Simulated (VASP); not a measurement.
# KF (R-3m) in VASP: notebook, part 2 of 2

VASP 6.6.1. The steps go on from the part before.

**4. Single point, LDA**

This run uses another cell than the first one, of 16.11 Å³/atom, 0.983 times its volume.

INCAR

```
SYSTEM = KF
PREC     = Accurate       ! precision mode
ENCUT    = 520            ! plane-wave cutoff, eV
EDIFF    = 1E-7           ! SCF threshold, eV
ISMEAR   = 0              ! smearing method
SIGMA    = 0.05           ! smearing width, eV
LREAL    = .FALSE.        ! projectors in reciprocal space
LASPH    = .TRUE.         ! aspherical terms in the spheres
NELM     = 80             ! most SCF steps
ALGO     = Normal         ! electronic algorithm
ISIF     = 2              ! what is computed and relaxed
LWAVE    = .FALSE.        ! write WAVECAR
LCHARG   = .FALSE.        ! write CHGCAR
NBANDS   = 15             ! bands
```

KPOINTS

```
regular mesh
0
G
  8 8 8
  0 0 0
```

POSCAR

```
KF
1.0
    0.0816821804      2.5669412189      2.5669412189
    2.5669412189      0.0816821804      2.5669412189
    2.5669412189      2.5669412189      0.0816821804
K F
1 1
Direct
    0.0000000000      0.0000000000      0.0000000000
    0.5000000000      0.5000000000      0.5000000000
```

Started as:

```
cat potpaw_LDA.64/K_sv/POTCAR potpaw_LDA.64/F/POTCAR > POTCAR
mpirun -np 1 vasp_std > vasp.out
```

It took 28 s on 1 thread of Intel Xeon Platinum 8259CL at 2.50GHz (Skylake/Cascade Lake), shared host; peak memory 0.16 GiB.

Results (log left out):

- Free energy: -9.0394 eV
- Pressure: 3.7 GPa
- Band gap on the k mesh: 6.71 eV, indirect (the least direct gap lies 2.3 meV higher)

Stress tensor (GPa, compression positive):
```
 3.66 -0.41 -0.41
-0.41  3.66 -0.41
-0.41 -0.41  3.66
```

Levels at points of the mesh, in eV from the valence-band top:
```csv
k point,band 5,band 6,band 7,band 8,band 9,band 10,band 11,band 12
"(0.00, 0.00, 0.00)",-8.55,-0.04,0.00,0.00,6.71,10.53,11.09,11.09
"(0.50, 0.00, 0.00)",-8.63,-1.09,-0.64,-0.53,9.47,11.55,12.52,13.03
"(0.50, 0.50, 0.00)",-8.92,-0.10,-0.02,0.00,7.93,11.05,12.78,14.42
"(0.50, 0.50, 0.50)",-8.58,-1.07,-0.48,-0.48,9.33,11.35,12.66,12.66
```

A k mesh can miss the band edges. LDA gaps usually lie below the measured ones, often by a third to a half.

**5. Single point, LDA**

This run uses another cell than the first one, of 16.11 Å³/atom, 0.983 times its volume.

INCAR

```
SYSTEM = KF
PREC = Accurate
ENCUT = 520
EDIFF = 1E-6
ISMEAR = 0
SIGMA = 0.05
LREAL = .FALSE.
LASPH = .TRUE.
NELM = 80
ALGO = Normal
ISIF = 2
LWAVE = .FALSE.
LCHARG = .TRUE.
GGA = CA
LELF = .TRUE.
LVHAR = .TRUE.
NBANDS = 15
```

KPOINTS

```
Automatic mesh
0
G
  8 8 8
  0 0 0
```

POSCAR

```
KF
1.0
   -0.0804107016      2.4858882863      2.4858882863
    2.4858882863     -0.0804107016      2.4858882863
    2.4858882863      2.4858882863     -0.0804107016
K F
1 1
Direct
    0.0000000000      0.0000000000      0.0000000000
    0.5000000000      0.5000000000      0.5000000000
```

Potentials or basis: VASP PAW LDA potentials, release 64 (K_sv, F).

Started as:

```
cat potpaw_LDA.64/K_sv/POTCAR potpaw_LDA.64/F/POTCAR > POTCAR
mpirun -np 1 vasp_std > vasp.out
```

OUTCAR:

```text
SYSTEM = KF
   PREC = Accurate
   ENCUT = 520
   EDIFF = 1E-6
   ISMEAR = 0
   LREAL = .FALSE.
   LASPH = .TRUE.
   NELM = 80
   ISIF = 2
   GGA = CA

 ion  position               nearest neighbor table
   1  0.000  0.000  0.000-   2 2.53   2 2.53   2 2.53   2 2.53   2 2.53   2 2.53
   2  0.500  0.500  0.500-   1 2.53   1 2.53   1 2.53   1 2.53   1 2.53   1 2.53

  LATTYP: Found a trigonal (rhomboedric) cell.
 ALAT       =     3.5164964133
 COS(alpha) =     0.4674086020

  Lattice vectors:

 A1 = (  -0.0804107016,   2.4858882863,   2.4858882863)
 A2 = (   2.4858882863,  -0.0804107016,   2.4858882863)
 A3 = (   2.4858882863,   2.4858882863,  -0.0804107016)

Analysis of symmetry for initial positions (statically):
=====================================================================
 Subroutine PRICEL returns:
 Original cell was already a primitive cell.

 Routine SETGRP: Setting up the symmetry group for a
 trigonal (rhombohedral) supercell.

 Subroutine GETGRP returns: Found 12 space group operations
 (whereof 12 operations were pure point group operations)
 out of a pool of 12 trial point group operations.

The static configuration has the point symmetry D_3d.

Analysis of symmetry for dynamics (positions and initial velocities):
[... 178 lines left out ...]
     10       8.0245      0.00000
     11       8.0245      0.00000
     12       8.6488      0.00000
     13      10.2407      0.00000
     14      10.2407      0.00000
[... 401 lines left out ...]
      2     -21.1487      2.00000
      3     -11.5307      2.00000
      4     -11.4111      2.00000
      5     -11.2495      2.00000
      6      -3.4742      2.00000
      7      -3.1675      2.00000
      8      -2.8032      2.00000
      9       6.3889      0.00000
     10       7.4053      0.00000
     11       9.2205      0.00000
     12       9.9229      0.00000
     13      11.2908      0.00000
     14      11.6773      0.00000
     15      17.2477      0.00000

 [... further k-points ...]

------------------------ aborting loop because EDIFF is reached ----------------------------------------

  FORCE on cell =-STRESS in cart. coord.  units (eV):
  Direction    XX          YY          ZZ          XY          YZ          ZX
  --------------------------------------------------------------------------------------
  -------------------------------------------------------------------------------------
  Total        0.7367554      0.7367554      0.7367554      0.0611479      0.0611479      0.0611479
  in kB       36.6428515     36.6428515     36.6428515      3.0412190      3.0412190      3.0412190
  external PRESSURE =      36.6428515 kB  Pullay stress =       0.0000000 kB

 VOLUME and BASIS-vectors are now :
 -----------------------------------------------------------------------------
  energy-cutoff  :      520.00
  volume of cell :       32.21
      direct lattice vectors                 reciprocal lattice vectors
    -0.080410702  2.485888286  2.485888286    -0.191630182  0.198036028  0.198036028
     2.485888286 -0.080410702  2.485888286     0.198036028 -0.191630182  0.198036028
     2.485888286  2.485888286 -0.080410702     0.198036028  0.198036028 -0.191630182

 POSITION                                       TOTAL-FORCE (eV/Angst)
 -----------------------------------------------------------------------------------
      0.00000      0.00000      0.00000         0.000000     -0.000000     -0.000000
      2.44568      2.44568      2.44568        -0.000000      0.000000      0.000000
 -----------------------------------------------------------------------------------
    total drift:                                0.000000      0.000000      0.000000

  FREE ENERGIE OF THE ION-ELECTRON SYSTEM (eV)
  ---------------------------------------------------
  free  energy   TOTEN  =        -9.0400280080 eV

  energy  without entropy=       -9.0400280080  energy(sigma->0) =       -9.04002801
```

Wall time 25 s (1 thread of Intel Xeon Platinum 8259CL at 2.50GHz (Skylake/Cascade Lake), shared host); peak memory 0.16 GiB.

What came out:

- Free energy: -9.0400 eV
- Pressure: 3.7 GPa
- Band gap on the k mesh: 6.71 eV, direct

Stress tensor (GPa, compression positive):
```
3.66 0.30 0.30
0.30 3.66 0.30
0.30 0.30 3.66
```

**6. Summary**

| cell | gap on the mesh (eV) | pressure (GPa) |
| --- | --- | --- |
| a = 3.554 Å, angles 61.4°, 2 atoms | 6.61 | 2.7 |
| a = 3.631 Å, angles 58.6°, 2 atoms | 6.62 | 2.7 |
| a = 3.631 Å, angles 57.9°, 2 atoms | 6.71 | 3.7 |
| a = 3.516 Å, angles 62.1°, 2 atoms | 6.71 | 3.7 |

Alike in all rows: task single point; level LDA; potentials or basis VASP PAW LDA potentials, release 64 (K_sv, F); no spin polarisation; k mesh 8 × 8 × 8; cutoff (eV) 520; smearing gaussian 0.05 eV.

Absolute energies hang on the potentials; compare differences alone.
